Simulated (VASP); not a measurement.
# AlN (F-43m) in VASP: single point with PBEsol

Aim: the single point of AlN with PBEsol.

All numbers are computed with VASP 6.6.1; they aren't measurements. Logs are shortened: lines on timing, memory, paths and dates and some standing lists are left out, and cuts for length are marked.

## 1. The cell of the first run

The structure is cubic, space group F-43m (No. 216). The conventional cell has a = 4.368 Å, b = 4.368 Å, c = 4.368 Å, α = 90.00°, β = 90.00°, γ = 90.00°. Al (site symmetry -43m) has 4 N at 1.89 Å within 2.5 Å. Within 2.5 Å of N (site symmetry -43m) lie 4 Al at 1.89 Å.

## 2. Single point, PBEsol

File INCAR:

```
PREC = Accurate
ENCUT = 600
EDIFF = 1E-6
ISMEAR = 0
SIGMA = 0.01
LREAL = F
LASPH = T
NELM = 120
ALGO = Normal
ISIF = 2
LWAVE = F
LCHARG = T
GGA = PS
LELF = T
LVHAR = T
NBANDS = 11
GGA_COMPAT = F
```

File KPOINTS:

```
regular mesh
0
Gamma
  10 10 10
```

File POSCAR:

```
AlN
1.0
    0.0000000000      2.1839935596      2.1839935596
    2.1839935596      0.0000000000      2.1839935596
    2.1839935596      2.1839935596      0.0000000000
Al N
1 1
Direct
    0.0000000000      0.0000000000      0.0000000000
    0.2500000000      0.2500000000      0.2500000000
```

Potentials or basis: VASP PAW PBE potentials, release 64 (Al, N).

On the command line:

```sh
cat potpaw_PBE.64/Al/POTCAR potpaw_PBE.64/N/POTCAR > POTCAR
mpirun -np 1 vasp_std > vasp.out
```

OUTCAR:

```text
PREC = Accurate
   ENCUT = 600
   EDIFF = 1E-6
   ISMEAR = 0
   LREAL = F
   LASPH = T
   NELM = 120
   ISIF = 2
   GGA = PS

 ion  position               nearest neighbor table
   1  0.000  0.000  0.000-   2 1.89   2 1.89   2 1.89   2 1.89
   2  0.250  0.250  0.250-   1 1.89   1 1.89   1 1.89   1 1.89

  LATTYP: Found a face centered cubic cell.
 ALAT       =     4.3679871192

  Lattice vectors:

 A1 = (   0.0000000000,   2.1839935596,   2.1839935596)
 A2 = (   2.1839935596,   0.0000000000,   2.1839935596)
 A3 = (   2.1839935596,   2.1839935596,   0.0000000000)

Analysis of symmetry for initial positions (statically):
=====================================================================
 Subroutine PRICEL returns:
 Original cell was already a primitive cell.

 Routine SETGRP: Setting up the symmetry group for a
 face centered cubic supercell.

 Subroutine GETGRP returns: Found 24 space group operations
 (whereof 24 operations were pure point group operations)
 out of a pool of 48 trial point group operations.

The static configuration has the point symmetry T_d .

Analysis of symmetry for dynamics (positions and initial velocities):
=====================================================================
 Subroutine PRICEL returns:
 Original cell was already a primitive cell.

 Routine SETGRP: Setting up the symmetry group for a
 face centered cubic supercell.

 Subroutine GETGRP returns: Found 24 space group operations
 (whereof 24 operations were pure point group operations)
 out of a pool of 48 trial point group operations.

The dynamic configuration has the point symmetry T_d .

 Subroutine INISYM returns: Found 24 space group operations
 (whereof 24 operations are pure point group operations),
 and found     1 'primitive' translations

----------------------------------------------------------------------------------------

                                     Primitive cell

  volume of cell :      20.8345

  direct lattice vectors                    reciprocal lattice vectors
     0.000000000  2.183993560  2.183993560    -0.228938404  0.228938404  0.228938404
     2.183993560  0.000000000  2.183993560     0.228938404 -0.228938404  0.228938404
     2.183993560  2.183993560  0.000000000     0.228938404  0.228938404 -0.228938404

  length of vectors
     3.088633312  3.088633312  3.088633312     0.396532948  0.396532948  0.396532948

  position of ions in fractional coordinates (direct lattice)
     0.000000000  0.000000000  0.000000000
     0.250000000  0.250000000  0.250000000

  ion indices of the primitive-cell ions
   primitive index   ion index
                 1           1
                 2           2

----------------------------------------------------------------------------------------

 KPOINTS: regular mesh

Automatic generation of k-mesh.
 Grid dimensions read from file:
 generate k-points for:   10   10   10

 Generating k-lattice:

  Cartesian coordinates                     Fractional coordinates (reciprocal lattice)
    -0.022893840  0.022893840  0.022893840     0.100000000  0.000000000  0.000000000
     0.022893840 -0.022893840  0.022893840     0.000000000  0.100000000  0.000000000
     0.022893840  0.022893840 -0.022893840     0.000000000  0.000000000  0.100000000

  Length of vectors
     0.039653295  0.039653295  0.039653295

  Shift w.r.t. Gamma in fractional coordinates (k-lattice)
     0.000000000  0.000000000  0.000000000

 Subroutine IBZKPT returns following result:
 ===========================================

 Found     47 irreducible k-points:

 Following reciprocal coordinates:
            Coordinates               Weight
  0.000000  0.000000  0.000000      1.000000
  0.100000  0.000000  0.000000      8.000000
  0.200000  0.000000  0.000000      8.000000
  0.300000  0.000000  0.000000      8.000000
  0.400000  0.000000  0.000000      8.000000
  0.500000  0.000000  0.000000      4.000000
[... 16 lines left out ...]
  0.300000  0.300000  0.000000      6.000000
  0.400000  0.300000  0.000000     24.000000
 [... further k-points ...]
   k-points           NKPTS =     47   k-points in BZ     NKDIM =     47   number of bands    NBANDS=     11
   number of dos      NEDOS =    301   number of ions     NIONS =      2
   total plane-waves  NPLWV =  21952
   dimension x,y,z NGX =    28 NGY =   28 NGZ =   28
   dimension x,y,z NGXF=    56 NGYF=   56 NGZF=   56
   ions per type =               1   1
   NGX,Y,Z   is equivalent  to a cutoff of  15.07, 15.07, 15.07 a.u.
   NGXF,Y,Z  is equivalent  to a cutoff of  30.14, 30.14, 30.14 a.u.
 SYSTEM =  unknown system
   PREC   = accura    normal or accurate (medium, high low for compatibility)
   ISTART =      0    job   : 0-new  1-cont  2-samecut
   ICHARG =      2    charge: 1-file 2-atom 10-const
   ISPIN  =      1    spin polarized calculation?
   LNONCOLLINEAR =      F non collinear calculations
   LSORBIT =      F    spin-orbit coupling
   LASPH  =      T    aspherical Exc in radial PAW
   ENCUT  =  600.0 eV  44.10 Ry    6.64 a.u.   6.17  6.17  6.17*2*pi/ulx,y,z
   NELM   =    120;   NELMIN=  2; NELMDL= -5     # of ELM steps
   EDIFF  = 0.1E-05   stopping-criterion for ELM
   LREAL  =      F    real-space projection
   EDIFFG = 0.1E-04   stopping-criterion for IOM
   NSW    =      0    number of steps for IOM
   IBRION =     -1    ionic relax: 0-MD 1-quasi-New 2-CG
   NFREE  =      0    steps in history (QN), initial steepest desc. (CG)
   ISIF   =      2    stress and relaxation
   ISYM   =      2    0-nonsym 1-usesym 2-fastsym
   POTIM  = 0.5000    time-step for ionic-motion
   TEBEG  =    0.0;   TEEND  =   0.0 temperature during run
   PSTRESS=    0.0 pullay stress
   NELECT =       8.0000    total number of electrons
   NUPDOWN=      -1.0000    fix difference up-down
   EMIN   =  10.00;   EMAX   =-10.00  energy-range for DOS
   EFERMI =   0.00;   METHOD = LEGACY
   ISMEAR =     0;   SIGMA  =   0.01  broadening in eV -4-tet -1-fermi 0-gaus
   EFERMI_NEDOS =   21; number of points for ismear=-14 and -15
   IALGO  =     38    algorithm
   IMIX   =      4    mixing-type and parameters
     AMIX     =   0.40;   BMIX     =  1.00
     AMIX_MAG =   1.60;   BMIX_MAG =  1.00
  volume/ion in A,a.u.               =      10.42        70.30
  Fermi-wavevector in a.u.,A,eV,Ry     =   1.189899  2.248583 19.263943  1.415860
  Thomas-Fermi vector in A             =   2.325996
   LORBIT       =      0    0 simple, 1 ext, 2 COOP (PROOUT), +10 PAW based schemes
   GGA     = PS    functional components
   LHFCALC =     F    Hartree Fock is set to
   AEXX    =    0.0000 exact exchange contribution
   IVDW    =     0    specifies the selected vdW correction
   LEPSILON=     F    determine dielectric tensor
   LRPA    =     F    only Hartree local field effects (RPA)
 non-spin polarized calculation
 Gauss-broadening in eV      SIGMA  =   0.01
  energy-cutoff  :      600.00
  volume of cell :       20.83
 maximum number of plane-waves:       725
 NGX is ok and might be reduce to    28
   NGX = 13   NGY = 13   NGZ = 13

 number of electron       7.9999999 magnetization

 Free energy of the ion-electron system (eV)
  ---------------------------------------------------
  ext. energy  EPLUGINS =         0.00000000
  ---------------------------------------------------
  free energy    TOTEN  =       -15.61236630 eV

  energy without entropy =      -15.61236630  energy(sigma->0) =      -15.61236630

 E-fermi :   6.0169     XC(G=0): -11.1293

 val. band max:        5.8778748202   @ k =   0.0000   0.0000   0.0000
 cond. band min:       9.0650834573   @ k =   0.5000   0.5000   0.0000
 fundamental gap:      3.1872086371
 Fermi energy:         6.0168861435

 k-point     1 :       0.0000    0.0000    0.0000
  band No.  band energies     occupation
      1      -9.0810      2.00000
      2       5.8779      2.00000
      3       5.8779      2.00000
      4       5.8779      2.00000
      5      10.0109      0.00000
      6      18.3469      0.00000
      7      18.3469      0.00000
      8      18.3469      0.00000
      9      23.4653      0.00000
     10      23.4653      0.00000
     11      24.8176      0.00000

 k-point     2 :       0.1000    0.0000    0.0000
  band No.  band energies     occupation
      1      -8.9328      2.00000
      2       5.0577      2.00000
      3       5.8260      2.00000
      4       5.8260      2.00000
      5      10.6750      0.00000
      6      17.9560      0.00000
      7      18.4811      0.00000
      8      18.4811      0.00000
      9      22.1895      0.00000
     10      22.1895      0.00000
     11      24.0088      0.00000

 k-point     3 :       0.2000    0.0000    0.0000
  band No.  band energies     occupation
      1      -8.5109      2.00000
      2       3.4405      2.00000
      3       5.6966      2.00000
      4       5.6966      2.00000
      5      11.7951      0.00000
      6      17.1526      0.00000
      7      18.4057      0.00000
      8      18.4057      0.00000
      9      21.6586      0.00000
     10      21.6586      0.00000
     11      23.1396      0.00000

 k-point     4 :       0.3000    0.0000    0.0000
  band No.  band energies     occupation
      1      -7.8964      2.00000
      2       1.7812      2.00000
      3       5.5484      2.00000
      4       5.5484      2.00000
      5      12.6253      0.00000
      6      16.3923      0.00000
      7      17.7354      0.00000
      8      17.7354      0.00000
      9      22.7232      0.00000
     10      22.7232      0.00000
     11      22.9588      0.00000

 k-point     5 :       0.4000    0.0000    0.0000
  band No.  band energies     occupation
      1      -7.2786      2.00000
      2       0.4819      2.00000
      3       5.4368      2.00000
      4       5.4368      2.00000
      5      13.0434      0.00000
      6      15.8498      0.00000
      7      17.1334      0.00000
      8      17.1334      0.00000
      9      23.3847      0.00000
     10      24.5512      0.00000
     11      24.5512      0.00000
[... 211 lines left out ...]
 k-point    21 :      -0.3000    0.2000    0.0000
  band No.  band energies     occupation
      1      -7.1225      2.00000
      2       1.2331      2.00000
      3       3.6596      2.00000
      4       5.3561      2.00000
      5      13.6656      0.00000
      6      14.8428      0.00000
      7      17.5745      0.00000
      8      18.0805      0.00000
      9      22.1627      0.00000
     10      24.4653      0.00000
     11      27.0436      0.00000

 k-point    22 :      -0.2000    0.2000    0.0000
  band No.  band energies     occupation
      1      -7.6946      2.00000
      2       2.0884      2.00000
      3       4.1678      2.00000
      4       5.6234      2.00000
      5      13.3632      0.00000
      6      15.7284      0.00000
      7      17.1810      0.00000
      8      18.2743      0.00000
      9      20.7390      0.00000
     10      24.1929      0.00000
     11      27.0983      0.00000

 k-point    23 :       0.3000    0.3000    0.0000
  band No.  band energies     occupation
      1      -7.5152      2.00000
      2       2.3379      2.00000
      3       4.6269      2.00000
      4       4.6269      2.00000
      5      11.0994      0.00000
      6      15.4543      0.00000
      7      17.6748      0.00000
      8      20.2824      0.00000
      9      20.2824      0.00000
     10      26.1572      0.00000
     11      29.5398      0.00000

 k-point    24 :       0.4000    0.3000    0.0000
  band No.  band energies     occupation
      1      -7.0432      2.00000
      2       1.6967      2.00000
      3       4.1581      2.00000
      4       4.4623      2.00000
      5      10.6774      0.00000
      6      15.2858      0.00000
      7      18.0521      0.00000
      8      20.3654      0.00000
      9      20.8734      0.00000
     10      27.0755      0.00000
     11      29.3397      0.00000

 [... further k-points ...]
[... 5 lines left out ...]
  --------------------------------------------------------------------------------------
  -------------------------------------------------------------------------------------
  Total        0.1556047      0.1556047      0.1556047      0.0000000      0.0000000      0.0000000
  in kB       11.9660086     11.9660086     11.9660086      0.0000000      0.0000000      0.0000000
  external PRESSURE =      11.9660086 kB  Pullay stress =       0.0000000 kB

 VOLUME and BASIS-vectors are now :
 -----------------------------------------------------------------------------
  energy-cutoff  :      600.00
  volume of cell :       20.83
      direct lattice vectors                 reciprocal lattice vectors
     0.000000000  2.183993560  2.183993560    -0.228938404  0.228938404  0.228938404
     2.183993560  0.000000000  2.183993560     0.228938404 -0.228938404  0.228938404
     2.183993560  2.183993560  0.000000000     0.228938404  0.228938404 -0.228938404

 POSITION                                       TOTAL-FORCE (eV/Angst)
 -----------------------------------------------------------------------------------
      0.00000      0.00000      0.00000         0.000000      0.000000      0.000000
      1.09200      1.09200      1.09200        -0.000000     -0.000000     -0.000000
 -----------------------------------------------------------------------------------
    total drift:                                0.000000      0.000000      0.000000

  FREE ENERGIE OF THE ION-ELECTRON SYSTEM (eV)
  ---------------------------------------------------
  free  energy   TOTEN  =       -15.6123662957 eV

  energy  without entropy=      -15.6123662957  energy(sigma->0) =      -15.61236630
```

Run time: 20 s. Hardware: 1 thread of Intel Xeon 8259CL, shared host; peak memory 0.15 GiB.

What came out:

| Property | Result |
| --- | --- |
| Free energy | -15.6124 eV |
| Pressure | 1.2 GPa |
| Band gap on the k mesh | 3.19 eV, indirect (least direct gap 4.13 eV) |

Caveat: the PAW data sets were made with another functional, which shifts forces and pressure a little. A k mesh can miss the band edges.
